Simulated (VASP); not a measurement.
# SiMo3 (Pm-3n) in VASP: single point with PBE

Aim: the single point of SiMo3 with PBE.

Program: VASP 6.6.1. These are calculated values, not measurements. Logs are shortened: lines on timing, memory, paths and dates and some standing lists are left out, and cuts for length are marked.

### Step 1. The cell of the first run

It takes space group Pm-3n (No. 223, cubic). Conventional cell: a = 4.906 Å, b = 4.906 Å, c = 4.906 Å, α = 90.00°, β = 90.00°, γ = 90.00°. Within 3.6 Å of Si (site symmetry m-3) lie 12 Mo at 2.74 Å. Within 3.2 Å of Mo (site symmetry -4m2) lie 10 Mo at 2.45 to 3.00 Å and 4 Si at 2.74 Å.

### Step 2. Single point, PBE

Input file INCAR:

```
PREC = Accurate
ENCUT = 520
EDIFF = 1E-6
ISMEAR = 0
SIGMA = 0.15
LREAL = False
LASPH = True
NELM = 60
ALGO = Fast
ISIF = 2
LWAVE = False
LCHARG = False
GGA = PE
NBANDS = 56
```

Input file KPOINTS:

```
regular mesh
0
Gamma
  8 8 8
```

Input file POSCAR:

```
SiMo3
1.0
    4.9064535175      0.0000000000      0.0000000000
    0.0000000000      4.9064535175      0.0000000000
    0.0000000000      0.0000000000      4.9064535175
Si Mo
2 6
Direct
    0.0000000000      0.0000000000      0.0000000000
    0.5000000000      0.5000000000      0.5000000000
    0.2500000000      0.0000000000      0.5000000000
    0.5000000000      0.7500000000      0.0000000000
    0.7500000000      0.0000000000      0.5000000000
    0.5000000000      0.2500000000      0.0000000000
    0.0000000000      0.5000000000      0.7500000000
    0.0000000000      0.5000000000      0.2500000000
```

Potentials or basis: VASP PAW PBE potentials, release 64 (Si, Mo_sv).

Started as:

```bash
cat potpaw_PBE.64/Si/POTCAR potpaw_PBE.64/Mo_sv/POTCAR > POTCAR
mpirun -np 1 vasp_std > vasp.out
```

OUTCAR:

```text
PREC = Accurate
   ENCUT = 520
   EDIFF = 1E-6
   ISMEAR = 0
   LREAL = False
   LASPH = True
   NELM = 60
   ISIF = 2
   GGA = PE

 ion  position               nearest neighbor table
   1  0.000  0.000  0.000-   3 2.74   4 2.74   5 2.74   6 2.74   7 2.74   8 2.74   3 2.74   5 2.74
                             7 2.74   8 2.74   4 2.74   6 2.74
   2  0.500  0.500  0.500-   3 2.74   4 2.74   5 2.74   6 2.74   7 2.74   8 2.74   4 2.74   6 2.74
                             3 2.74   5 2.74   7 2.74   8 2.74
   3  0.250  0.000  0.500-   5 2.45   5 2.45   1 2.74   1 2.74   2 2.74   2 2.74   8 3.00   4 3.00
                             4 3.00   6 3.00   6 3.00   7 3.00   8 3.00   7 3.00
   4  0.500  0.750  0.000-   6 2.45   6 2.45   1 2.74   2 2.74   2 2.74   1 2.74   8 3.00   5 3.00
                             3 3.00   5 3.00   3 3.00   7 3.00   7 3.00   8 3.00
   5  0.750  0.000  0.500-   3 2.45   3 2.45   1 2.74   1 2.74   2 2.74   2 2.74   8 3.00   4 3.00
                             4 3.00   6 3.00   6 3.00   7 3.00   8 3.00   7 3.00
   6  0.500  0.250  0.000-   4 2.45   4 2.45   1 2.74   2 2.74   2 2.74   1 2.74   8 3.00   3 3.00
                             3 3.00   5 3.00   5 3.00   7 3.00   7 3.00   8 3.00
   7  0.000  0.500  0.750-   8 2.45   8 2.45   1 2.74   2 2.74   1 2.74   2 2.74   3 3.00   4 3.00
                             5 3.00   3 3.00   5 3.00   6 3.00   4 3.00   6 3.00
   8  0.000  0.500  0.250-   7 2.45   7 2.45   1 2.74   2 2.74   1 2.74   2 2.74   3 3.00   4 3.00
                             5 3.00   3 3.00   5 3.00   6 3.00   4 3.00   6 3.00

  LATTYP: Found a simple cubic cell.
 ALAT       =     4.9064535175

  Lattice vectors:

 A1 = (   4.9064535175,   0.0000000000,   0.0000000000)
 A2 = (   0.0000000000,   4.9064535175,   0.0000000000)
 A3 = (   0.0000000000,   0.0000000000,   4.9064535175)

Analysis of symmetry for initial positions (statically):
=====================================================================
 Subroutine PRICEL returns:
 Original cell was already a primitive cell.

 Routine SETGRP: Setting up the symmetry group for a
 simple cubic supercell.

 Subroutine GETGRP returns: Found 48 space group operations
 (whereof 24 operations were pure point group operations)
 out of a pool of 48 trial point group operations.

The static configuration has the point symmetry T_h .
 The point group associated with its full space group is O_h .

Analysis of symmetry for dynamics (positions and initial velocities):
=====================================================================
 Subroutine PRICEL returns:
 Original cell was already a primitive cell.

 Routine SETGRP: Setting up the symmetry group for a
 simple cubic supercell.

 Subroutine GETGRP returns: Found 48 space group operations
 (whereof 24 operations were pure point group operations)
 out of a pool of 48 trial point group operations.

The dynamic configuration has the point symmetry T_h .
 The point group associated with its full space group is O_h .

 Subroutine INISYM returns: Found 48 space group operations
 (whereof 24 operations are pure point group operations),
 and found     1 'primitive' translations

----------------------------------------------------------------------------------------

                                     Primitive cell

  volume of cell :     118.1145

  direct lattice vectors                    reciprocal lattice vectors
     4.906453518  0.000000000  0.000000000     0.203813202  0.000000000  0.000000000
     0.000000000  4.906453518  0.000000000     0.000000000  0.203813202  0.000000000
     0.000000000  0.000000000  4.906453518     0.000000000  0.000000000  0.203813202

  length of vectors
     4.906453518  4.906453518  4.906453518     0.203813202  0.203813202  0.203813202

  position of ions in fractional coordinates (direct lattice)
     0.000000000  0.000000000  0.000000000
     0.500000000  0.500000000  0.500000000
     0.250000000  0.000000000  0.500000000
     0.500000000  0.750000000  0.000000000
     0.750000000  0.000000000  0.500000000
     0.500000000  0.250000000  0.000000000
     0.000000000  0.500000000  0.750000000
     0.000000000  0.500000000  0.250000000

  ion indices of the primitive-cell ions
   primitive index   ion index
                 1           1
                 2           2
                 3           3
                 4           4
                 5           5
                 6           6
                 7           7
                 8           8

----------------------------------------------------------------------------------------

 KPOINTS: regular mesh

Automatic generation of k-mesh.
 Grid dimensions read from file:
 generate k-points for:    8    8    8

 Generating k-lattice:

  Cartesian coordinates                     Fractional coordinates (reciprocal lattice)
     0.025476650  0.000000000  0.000000000     0.125000000  0.000000000  0.000000000
     0.000000000  0.025476650  0.000000000     0.000000000  0.125000000  0.000000000
     0.000000000  0.000000000  0.025476650     0.000000000  0.000000000  0.125000000

  Length of vectors
     0.025476650  0.025476650  0.025476650

  Shift w.r.t. Gamma in fractional coordinates (k-lattice)
     0.000000000  0.000000000  0.000000000

 Subroutine IBZKPT returns following result:
 ===========================================

 Found     35 irreducible k-points:

 Following reciprocal coordinates:
            Coordinates               Weight
  0.000000  0.000000  0.000000      1.000000
  0.125000  0.000000  0.000000      6.000000
  0.250000  0.000000  0.000000      6.000000
  0.375000  0.000000  0.000000      6.000000
  0.500000  0.000000  0.000000      3.000000
  0.125000  0.125000  0.000000     12.000000
[... 16 lines left out ...]
  0.375000  0.375000  0.125000     24.000000
  0.500000  0.375000  0.125000     24.000000
 [... further k-points ...]
   k-points           NKPTS =     35   k-points in BZ     NKDIM =     35   number of bands    NBANDS=     56
   number of dos      NEDOS =    301   number of ions     NIONS =      8
   total plane-waves  NPLWV =  46656
   dimension x,y,z NGX =    36 NGY =   36 NGZ =   36
   dimension x,y,z NGXF=    72 NGYF=   72 NGZF=   72
   ions per type =               2   6
   NGX,Y,Z   is equivalent  to a cutoff of  12.20, 12.20, 12.20 a.u.
   NGXF,Y,Z  is equivalent  to a cutoff of  24.40, 24.40, 24.40 a.u.
 SYSTEM =  unknown system
   PREC   = accura    normal or accurate (medium, high low for compatibility)
   ISTART =      0    job   : 0-new  1-cont  2-samecut
   ICHARG =      2    charge: 1-file 2-atom 10-const
   ISPIN  =      1    spin polarized calculation?
   LNONCOLLINEAR =      F non collinear calculations
   LSORBIT =      F    spin-orbit coupling
   LASPH  =      T    aspherical Exc in radial PAW
   ENCUT  =  520.0 eV  38.22 Ry    6.18 a.u.   9.12  9.12  9.12*2*pi/ulx,y,z
   NELM   =     60;   NELMIN=  2; NELMDL= -5     # of ELM steps
   EDIFF  = 0.1E-05   stopping-criterion for ELM
   LREAL  =      F    real-space projection
[... 7 lines left out ...]
   TEBEG  =    0.0;   TEEND  =   0.0 temperature during run
   PSTRESS=    0.0 pullay stress
   NELECT =      92.0000    total number of electrons
   NUPDOWN=      -1.0000    fix difference up-down
   EMIN   =  10.00;   EMAX   =-10.00  energy-range for DOS
   EFERMI =   0.00;   METHOD = LEGACY
   ISMEAR =     0;   SIGMA  =   0.15  broadening in eV -4-tet -1-fermi 0-gaus
   EFERMI_NEDOS =   21; number of points for ismear=-14 and -15
   IALGO  =     68    algorithm
   IMIX   =      4    mixing-type and parameters
     AMIX     =   0.40;   BMIX     =  1.00
     AMIX_MAG =   1.60;   BMIX_MAG =  1.00
  volume/ion in A,a.u.               =      14.76        99.63
  Fermi-wavevector in a.u.,A,eV,Ry     =   1.506271  2.846439 30.869606  2.268852
  Thomas-Fermi vector in A             =   2.617010
   LORBIT       =      0    0 simple, 1 ext, 2 COOP (PROOUT), +10 PAW based schemes
   GGA     = PE    functional components
   LHFCALC =     F    Hartree Fock is set to
   AEXX    =    0.0000 exact exchange contribution
   IVDW    =     0    specifies the selected vdW correction
   LEPSILON=     F    determine dielectric tensor
   LRPA    =     F    only Hartree local field effects (RPA)
 non-spin polarized calculation
 RMM-DIIS sequential band-by-band and
 Gauss-broadening in eV      SIGMA  =   0.15
  energy-cutoff  :      520.00
  volume of cell :      118.11
 maximum number of plane-waves:      3197
   NGX = 19   NGY = 19   NGZ = 19

 number of electron      91.9999974 magnetization

 Free energy of the ion-electron system (eV)
  ---------------------------------------------------
  ext. energy  EPLUGINS =         0.00000000
  ---------------------------------------------------
  free energy    TOTEN  =       -79.01142454 eV

  energy without entropy =      -78.96297891  energy(sigma->0) =      -78.98720172

 E-fermi :  12.6030     XC(G=0): -13.0556

 val. band max:       12.5608563940   @ k =   0.2500   0.2500   0.1250
 cond. band min:      12.6049995204   @ k =   0.5000   0.2500   0.0000
 fundamental gap:      0.0441431264
 Fermi energy:        12.6029825483

 k-point     1 :       0.0000    0.0000    0.0000
  band No.  band energies     occupation
      1     -48.6760      2.00000
      2     -48.5658      2.00000
      3     -48.5658      2.00000
      4     -48.2473      2.00000
      5     -48.2473      2.00000
      6     -48.2473      2.00000
[... 48 lines left out ...]
     55      15.2999      0.00000
     56      15.3010      0.00000

 k-point     2 :       0.1250    0.0000    0.0000
  band No.  band energies     occupation
      1     -48.6692      2.00000
      2     -48.5689      2.00000
      3     -48.5568      2.00000
      4     -48.2609      2.00000
      5     -48.2472      2.00000
      6     -48.2472      2.00000
[... 48 lines left out ...]
     55      15.2956      0.00000
     56      15.3699      0.00000
[... 1237 lines left out ...]
     55      14.9386      0.00000
     56      15.0892      0.00000

 k-point    24 :       0.5000    0.3750    0.1250
  band No.  band energies     occupation
      1     -48.5909      2.00000
      2     -48.5068      2.00000
      3     -48.4273      2.00000
      4     -48.4229      2.00000
      5     -48.3544      2.00000
      6     -48.2612      2.00000
[... 48 lines left out ...]
     55      14.7449      0.00000
     56      15.1306      0.00000

 [... further k-points ...]

------------------------ aborting loop because EDIFF is reached ----------------------------------------

  FORCE on cell =-STRESS in cart. coord.  units (eV):
  Direction    XX          YY          ZZ          XY          YZ          ZX
  --------------------------------------------------------------------------------------
  -------------------------------------------------------------------------------------
  Total        0.3678878      0.3678878      0.3678878     -0.0000000     -0.0000000     -0.0000000
  in kB        4.9902568      4.9902568      4.9902568     -0.0000000     -0.0000000     -0.0000000
  external PRESSURE =       4.9902568 kB  Pullay stress =       0.0000000 kB

 VOLUME and BASIS-vectors are now :
 -----------------------------------------------------------------------------
  energy-cutoff  :      520.00
  volume of cell :      118.11
      direct lattice vectors                 reciprocal lattice vectors
     4.906453518  0.000000000  0.000000000     0.203813202  0.000000000  0.000000000
     0.000000000  4.906453518  0.000000000     0.000000000  0.203813202  0.000000000
     0.000000000  0.000000000  4.906453518     0.000000000  0.000000000  0.203813202

 POSITION                                       TOTAL-FORCE (eV/Angst)
 -----------------------------------------------------------------------------------
      0.00000      0.00000      0.00000         0.000000      0.000000     -0.000000
      2.45323      2.45323      2.45323         0.000000      0.000000     -0.000000
      1.22661      0.00000      2.45323        -0.000000     -0.000000      0.000000
      2.45323      3.67984      0.00000        -0.000000     -0.000000      0.000000
      3.67984      0.00000      2.45323         0.000000     -0.000000      0.000000
      2.45323      1.22661      0.00000        -0.000000      0.000000     -0.000000
      0.00000      2.45323      3.67984         0.000000      0.000000     -0.000000
      0.00000      2.45323      1.22661         0.000000      0.000000      0.000000
 -----------------------------------------------------------------------------------
    total drift:                                0.000000      0.000000     -0.000000

  FREE ENERGIE OF THE ION-ELECTRON SYSTEM (eV)
  ---------------------------------------------------
  free  energy   TOTEN  =       -79.0114245359 eV

  energy  without entropy=      -78.9629789062  energy(sigma->0) =      -78.98720172
```

Wall time 6.1 min (1 thread of AMD EPYC 7R43 (Zen 3), shared host); peak memory 0.27 GiB.

What came out:

- Free energy: -79.0114 eV
- Pressure: 0.5 GPa
- Band gap on the k mesh: zero (bands 46 and 47 overlap by 2.43 eV)
